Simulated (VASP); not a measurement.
# W (Pm-3m) in VASP: further runs

Runs on W. Level: PBEsol. Tasks: single point.

All numbers are computed with VASP 6.6.1; they aren't measurements. Logs are shortened: lines on timing, memory, paths and dates and some standing lists are left out, and cuts for length are marked.

## 1. The cell of the first run

Symmetry: Pm-3m, No. 221, cubic system. Conventional cell: a = 2.610 Å, b = 2.610 Å, c = 2.610 Å, α = 90.00°, β = 90.00°, γ = 90.00°. W (site symmetry m-3m) has 6 W at 2.61 Å within 3.4 Å.

## 2. Single point, PBEsol

INCAR

```
ALGO = Normal
EDIFF = 1E-6
ENCUT = 520
GGA = PS
ISIF = 2
ISMEAR = -1
LASPH = T
LCHARG = T
LELF = T
LREAL = F
LVHAR = T
LWAVE = F
NBANDS = 13
NELM = 100
PREC = Accurate
SIGMA = 0.1
```

KPOINTS

```
k-points
0
Gamma
  12 12 12
```

POSCAR

```
W
1.0
    2.6097013529      0.0000000000      0.0000000000
    0.0000000000      2.6097013529      0.0000000000
    0.0000000000      0.0000000000      2.6097013529
W
1
Direct
    0.0000000000      0.0000000000      0.0000000000
```

Potentials or basis: VASP PAW PBE potentials, release 64 (W_sv).

Launch:

```sh
> cat potpaw_PBE.64/W_sv/POTCAR > POTCAR
> mpirun -np 1 vasp_std > vasp.out
```

OUTCAR:

```text
EDIFF = 1E-6
   ENCUT = 520
   GGA = PS
   ISIF = 2
   ISMEAR = -1
   LASPH = T
   LREAL = F
   NELM = 100
   PREC = Accurate

 ion  position               nearest neighbor table
   1  0.000  0.000  0.000-

  LATTYP: Found a simple cubic cell.
 ALAT       =     2.6097013529

  Lattice vectors:

 A1 = (   2.6097013529,   0.0000000000,   0.0000000000)
 A2 = (   0.0000000000,   2.6097013529,   0.0000000000)
 A3 = (   0.0000000000,   0.0000000000,   2.6097013529)

Analysis of symmetry for initial positions (statically):
=====================================================================
 Subroutine PRICEL returns:
 Original cell was already a primitive cell.

 Routine SETGRP: Setting up the symmetry group for a
 simple cubic supercell.

 Subroutine GETGRP returns: Found 48 space group operations
 (whereof 48 operations were pure point group operations)
 out of a pool of 48 trial point group operations.

The static configuration has the point symmetry O_h .

Analysis of symmetry for dynamics (positions and initial velocities):
=====================================================================
 Subroutine PRICEL returns:
 Original cell was already a primitive cell.

 Routine SETGRP: Setting up the symmetry group for a
 simple cubic supercell.

 Subroutine GETGRP returns: Found 48 space group operations
 (whereof 48 operations were pure point group operations)
 out of a pool of 48 trial point group operations.

The dynamic configuration has the point symmetry O_h .

 Subroutine INISYM returns: Found 48 space group operations
 (whereof 48 operations are pure point group operations),
 and found     1 'primitive' translations

----------------------------------------------------------------------------------------

                                     Primitive cell

  volume of cell :      17.7735

  direct lattice vectors                    reciprocal lattice vectors
     2.609701353  0.000000000  0.000000000     0.383185608  0.000000000  0.000000000
     0.000000000  2.609701353  0.000000000     0.000000000  0.383185608  0.000000000
     0.000000000  0.000000000  2.609701353     0.000000000  0.000000000  0.383185608

  length of vectors
     2.609701353  2.609701353  2.609701353     0.383185608  0.383185608  0.383185608

  position of ions in fractional coordinates (direct lattice)
     0.000000000  0.000000000  0.000000000

  ion indices of the primitive-cell ions
   primitive index   ion index
                 1           1

----------------------------------------------------------------------------------------

 KPOINTS: k-points

Automatic generation of k-mesh.
 Grid dimensions read from file:
 generate k-points for:   12   12   12

 Generating k-lattice:

  Cartesian coordinates                     Fractional coordinates (reciprocal lattice)
     0.031932134  0.000000000  0.000000000     0.083333333  0.000000000  0.000000000
     0.000000000  0.031932134  0.000000000     0.000000000  0.083333333  0.000000000
     0.000000000  0.000000000  0.031932134     0.000000000  0.000000000  0.083333333

  Length of vectors
     0.031932134  0.031932134  0.031932134

  Shift w.r.t. Gamma in fractional coordinates (k-lattice)
     0.000000000  0.000000000  0.000000000

 Subroutine IBZKPT returns following result:
 ===========================================

 Found     84 irreducible k-points:

 Following reciprocal coordinates:
            Coordinates               Weight
  0.000000  0.000000  0.000000      1.000000
  0.083333  0.000000  0.000000      6.000000
  0.166667  0.000000  0.000000      6.000000
  0.250000  0.000000  0.000000      6.000000
  0.333333  0.000000  0.000000      6.000000
  0.416667  0.000000  0.000000      6.000000
[... 16 lines left out ...]
  0.333333  0.333333  0.000000     12.000000
  0.416667  0.333333  0.000000     24.000000
 [... further k-points ...]
   k-points           NKPTS =     84   k-points in BZ     NKDIM =     84   number of bands    NBANDS=     13
   number of dos      NEDOS =    301   number of ions     NIONS =      1
   total plane-waves  NPLWV =   8000
   dimension x,y,z NGX =    20 NGY =   20 NGZ =   20
   dimension x,y,z NGXF=    40 NGYF=   40 NGZF=   40
   ions per type =               1
   NGX,Y,Z   is equivalent  to a cutoff of  12.74, 12.74, 12.74 a.u.
   NGXF,Y,Z  is equivalent  to a cutoff of  25.48, 25.48, 25.48 a.u.
 SYSTEM =  unknown system
   PREC   = accura    normal or accurate (medium, high low for compatibility)
   ISTART =      0    job   : 0-new  1-cont  2-samecut
   ICHARG =      2    charge: 1-file 2-atom 10-const
   ISPIN  =      1    spin polarized calculation?
   LNONCOLLINEAR =      F non collinear calculations
   LSORBIT =      F    spin-orbit coupling
   LASPH  =      T    aspherical Exc in radial PAW
   ENCUT  =  520.0 eV  38.22 Ry    6.18 a.u.   4.85  4.85  4.85*2*pi/ulx,y,z
   NELM   =    100;   NELMIN=  2; NELMDL= -5     # of ELM steps
   EDIFF  = 0.1E-05   stopping-criterion for ELM
   LREAL  =      F    real-space projection
[... 7 lines left out ...]
   TEBEG  =    0.0;   TEEND  =   0.0 temperature during run
   PSTRESS=    0.0 pullay stress
   NELECT =      14.0000    total number of electrons
   NUPDOWN=      -1.0000    fix difference up-down
   EMIN   =  10.00;   EMAX   =-10.00  energy-range for DOS
   EFERMI =   0.00;   METHOD = LEGACY
   ISMEAR =    -1;   SIGMA  =   0.10  broadening in eV -4-tet -1-fermi 0-gaus
   EFERMI_NEDOS =   21; number of points for ismear=-14 and -15
   IALGO  =     38    algorithm
   IMIX   =      4    mixing-type and parameters
     AMIX     =   0.40;   BMIX     =  1.00
     AMIX_MAG =   1.60;   BMIX_MAG =  1.00
  volume/ion in A,a.u.               =      17.77       119.94
  Fermi-wavevector in a.u.,A,eV,Ry     =   1.511913  2.857101 31.101283  2.285880
  Thomas-Fermi vector in A             =   2.621907
   LORBIT       =      0    0 simple, 1 ext, 2 COOP (PROOUT), +10 PAW based schemes
   GGA     = PS    functional components
   LHFCALC =     F    Hartree Fock is set to
   AEXX    =    0.0000 exact exchange contribution
   IVDW    =     0    specifies the selected vdW correction
   LEPSILON=     F    determine dielectric tensor
   LRPA    =     F    only Hartree local field effects (RPA)
 non-spin polarized calculation
  energy-cutoff  :      520.00
  volume of cell :       17.77
 maximum number of plane-waves:       500
 NGX is ok and might be reduce to    20
   NGX =  9   NGY =  9   NGZ =  9

 number of electron      14.0000004 magnetization

 Free energy of the ion-electron system (eV)
  ---------------------------------------------------
  ext. energy  EPLUGINS =         0.00000000
  ---------------------------------------------------
  free energy    TOTEN  =       -12.34813353 eV

  energy without entropy =      -12.32990969  energy(sigma->0) =      -12.33902161

 E-fermi :   9.5665     XC(G=0): -12.9828

 val. band max:        9.2877002317   @ k =   0.3333   0.3333   0.1667
 cond. band min:       9.6004256911   @ k =   0.3333   0.2500   0.1667
 fundamental gap:      0.3127254594
 Fermi energy:         9.5664894481

 k-point     1 :       0.0000    0.0000    0.0000
  band No.  band energies     occupation
      1     -64.4711      2.00000
      2     -28.0317      2.00000
      3     -28.0317      2.00000
      4     -28.0317      2.00000
      5       0.8443      2.00000
      6       5.1049      2.00000
      7       5.1049      2.00000
      8      14.4676      0.00000
      9      14.4676      0.00000
     10      14.4677      0.00000
     11      24.4761      0.00000
     12      24.4761      0.00000
     13      24.4761      0.00000

 k-point     2 :       0.0833    0.0000    0.0000
  band No.  band energies     occupation
      1     -64.4639      2.00000
      2     -28.1327      2.00000
      3     -28.0232      2.00000
      4     -28.0232      2.00000
      5       1.0756      2.00000
      6       5.1650      2.00000
      7       5.3548      2.00000
      8      14.0762      0.00000
      9      14.0762      0.00000
     10      14.4949      0.00000
     11      23.3182      0.00000
     12      24.9862      0.00000
     13      24.9862      0.00000

 k-point     3 :       0.1667    0.0000    0.0000
  band No.  band energies     occupation
      1     -64.4441      2.00000
      2     -28.4024      2.00000
      3     -28.0001      2.00000
      4     -28.0001      2.00000
      5       1.6931      2.00000
      6       5.3337      2.00000
      7       6.0864      2.00000
      8      13.1582      0.00000
      9      13.1582      0.00000
     10      14.5703      0.00000
     11      21.2673      0.00000
     12      26.2280      0.00000
     13      26.2280      0.00000

 k-point     4 :       0.2500    0.0000    0.0000
  band No.  band energies     occupation
      1     -64.4169      2.00000
      2     -28.7570      2.00000
      3     -27.9684      2.00000
      4     -27.9684      2.00000
      5       2.5238      2.00000
      6       5.5762      2.00000
      7       7.1693      2.00000
      8      12.1321      0.00000
      9      12.1321      0.00000
     10      14.6753      0.00000
     11      19.5064      0.00000
     12      26.5339      0.00000
     13      27.7176      0.00000

 k-point     5 :       0.3333    0.0000    0.0000
  band No.  band energies     occupation
      1     -64.3896      2.00000
      2     -29.0971      2.00000
      3     -27.9365      2.00000
      4     -27.9365      2.00000
      5       3.3919      2.00000
      6       5.8346      2.00000
      7       8.2162      2.00000
      8      11.2680      0.00000
      9      11.2680      0.00000
     10      14.7826      0.00000
     11      18.5925      0.00000
     12      24.9031      0.00000
     13      29.1287      0.00000

 k-point     6 :       0.4167    0.0000    0.0000
  band No.  band energies     occupation
      1     -64.3696      2.00000
      2     -29.3378      2.00000
      3     -27.9130      2.00000
      4     -27.9130      2.00000
      5       4.1098      2.00000
      6       6.0355      2.00000
      7       8.7532      1.99941
      8      10.7058      0.00002
      9      10.7058      0.00002
     10      14.8628      0.00000
     11      18.7592      0.00000
     12      23.8729      0.00000
     13      29.4035      0.00000

 k-point     7 :       0.5000    0.0000    0.0000
  band No.  band energies     occupation
      1     -64.3622      2.00000
      2     -29.4242      2.00000
      3     -27.9044      2.00000
      4     -27.9044      2.00000
      5       4.4077      2.00000
      6       6.1117      2.00000
      7       8.8440      1.99854
      8      10.5118      0.00016
      9      10.5118      0.00016
     10      14.8924      0.00000
     11      19.1556      0.00000
     12      23.5192      0.00000
     13      28.2760      0.00000
[... 193 lines left out ...]
 k-point    20 :       0.3333    0.2500    0.0000
  band No.  band energies     occupation
      1     -64.3364      2.00000
      2     -29.0102      2.00000
      3     -28.6353      2.00000
      4     -27.8756      2.00000
      5       4.6829      2.00000
      6       6.3946      2.00000
      7       8.9468      1.99594
      8      10.8821      0.00000
      9      11.6069      0.00000
     10      12.6900      0.00000
     11      20.1020      0.00000
     12      23.3372      0.00000
     13      27.2671      0.00000

 k-point    21 :       0.4167    0.2500    0.0000
  band No.  band energies     occupation
      1     -64.3165      2.00000
      2     -29.2454      2.00000
      3     -28.6060      2.00000
      4     -27.8526      2.00000
      5       5.2237      2.00000
      6       6.0632      2.00000
      7       8.9000      1.99745
      8      11.0803      0.00000
      9      12.3675      0.00000
     10      12.7978      0.00000
     11      19.1904      0.00000
     12      24.5447      0.00000
     13      26.5435      0.00000

 k-point    22 :       0.5000    0.2500    0.0000
  band No.  band energies     occupation
      1     -64.3093      2.00000
      2     -29.3300      2.00000
      3     -28.5951      2.00000
      4     -27.8442      2.00000
      5       5.5683      2.00000
      6       5.7747      2.00000
      7       8.8856      1.99780
      8      10.8949      0.00000
      9      12.8416      0.00000
     10      13.0239      0.00000
     11      18.9308      0.00000
     12      25.7079      0.00000
     13      26.0980      0.00000

 k-point    23 :       0.3333    0.3333    0.0000
  band No.  band energies     occupation
      1     -64.3096      2.00000
      2     -28.9790      2.00000
      3     -28.9513      2.00000
      4     -27.8448      2.00000
      5       4.8939      2.00000
      6       6.0742      2.00000
      7      10.6996      0.00002
      8      11.1521      0.00000
      9      11.6863      0.00000
     10      11.9794      0.00000
     11      19.8608      0.00000
     12      22.8140      0.00000
     13      27.2151      0.00000

 k-point    24 :       0.4167    0.3333    0.0000
  band No.  band energies     occupation
      1     -64.2899      2.00000
      2     -29.1986      2.00000
      3     -28.9321      2.00000
      4     -27.8222      2.00000
      5       4.7316      2.00000
      6       6.1248      2.00000
      7      11.0300      0.00000
      8      11.2799      0.00000
      9      11.9895      0.00000
     10      12.8659      0.00000
     11      18.9843      0.00000
     12      23.5989      0.00000
     13      26.4926      0.00000

 [... further k-points ...]

------------------------ aborting loop because EDIFF is reached ----------------------------------------

  FORCE on cell =-STRESS in cart. coord.  units (eV):
  Direction    XX          YY          ZZ          XY          YZ          ZX
  --------------------------------------------------------------------------------------
  -------------------------------------------------------------------------------------
  Total        0.0821162      0.0821162      0.0821162      0.0000000      0.0000000      0.0000000
  in kB        7.4023075      7.4023075      7.4023075      0.0000000      0.0000000      0.0000000
  external PRESSURE =       7.4023075 kB  Pullay stress =       0.0000000 kB

 VOLUME and BASIS-vectors are now :
 -----------------------------------------------------------------------------
  energy-cutoff  :      520.00
  volume of cell :       17.77
      direct lattice vectors                 reciprocal lattice vectors
     2.609701353  0.000000000  0.000000000     0.383185608  0.000000000  0.000000000
     0.000000000  2.609701353  0.000000000     0.000000000  0.383185608  0.000000000
     0.000000000  0.000000000  2.609701353     0.000000000  0.000000000  0.383185608

 POSITION                                       TOTAL-FORCE (eV/Angst)
 -----------------------------------------------------------------------------------
      0.00000      0.00000      0.00000         0.000000      0.000000      0.000000
 -----------------------------------------------------------------------------------
    total drift:                                0.000000      0.000000      0.000000

  FREE ENERGIE OF THE ION-ELECTRON SYSTEM (eV)
  ---------------------------------------------------
  free  energy   TOTEN  =       -12.3481335345 eV

  energy  without entropy=      -12.3299096864  energy(sigma->0) =      -12.33902161
```

Run time: 6.9 s. Hardware: 1 thread of Intel Xeon 6975P-C, shared host; peak memory 0.14 GiB.

Results:

- Free energy: -12.3481 eV
- Pressure: 0.7 GPa
- Band gap on the k mesh: zero (band 7 reaches 11.40 eV, above the bottom of band 8 at 8.80 eV)

Caveat: the PAW data sets were made with another functional, which shifts forces and pressure a little; spin-orbit coupling is left out, which moves the levels of the heavy elements.

(Part 1 of 2 ends here.)
